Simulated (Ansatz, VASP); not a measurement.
ZnCu: VASP beside Ansatz

The input INCAR:

```
SYSTEM = ZnCu
ALGO = Normal
EDIFF = 1E-8
ENCUT = 520
GGA = PS
ISIF = 2
ISMEAR = -1
LASPH = .True.
LCHARG = .False.
LEFG = .True.
LREAL = .False.
LWAVE = .False.
NBANDS = 18
NELM = 80
PREC = Accurate
SIGMA = 0.05
```

Contents of KPOINTS:

```
k-points
0
Gamma
  14 14 14
  0 0 0
```

POSCAR

```
ZnCu
1.0
    2.9051978236      0.0000000000      0.0000000000
    0.0000000000      2.9051978236      0.0000000000
    0.0000000000      0.0000000000      2.9051978236
Zn Cu
1 1
Direct
    0.5000000000      0.5000000000      0.5000000000
    0.0000000000      0.0000000000      0.0000000000
```

Input for Ansatz:

```yaml
crystal:
  lattice:
    - [2.9051978236, 0.0, 0.0]
    - [0.0, 2.9051978236, 0.0]
    - [0.0, 0.0, 2.9051978236]
  atoms:
    - { symbol: Zn, position: [0.5, 0.5, 0.5] }
    - { symbol: Cu, position: [0.0, 0.0, 0.0] }
kpoints:
  mp_grid: { grid: [14, 14, 14] }
scf:
  occupations: { method: fermi_dirac, width: 0.05 }
hamiltonian:
  xc: pbesol
  pseudopotentials: { kind: all_electron, datasets: crystal }
output:
  forces: true
  stress: true
  eigenvalues: true
  efg: { contact_densities: true }
```

Change from the starting cell: volume scaled by 0.96, crystal datasets.

Alike in both runs: task electric field gradients; functional PBEsol; k mesh 14 × 14 × 14; occupations fermi-dirac, width 0.05 eV; no spin polarisation.

```csv
,VASP,Ansatz
version,VASP 6.6.1,Ansatz 0.2.0
potentials or method,"VASP PAW PBE potentials, release 64 (Zn, Cu), cutoff 520 eV","all-electron PAW with datasets made for the crystal, scalar-relativistic"
```

```csv
,VASP,Ansatz,Ansatz less VASP
pressure (GPa),1.1,0.4,-0.72
```

VASP's potentials were made for PBE, not for PBEsol. Ansatz ran all-electron here, and VASP with PAW potentials.
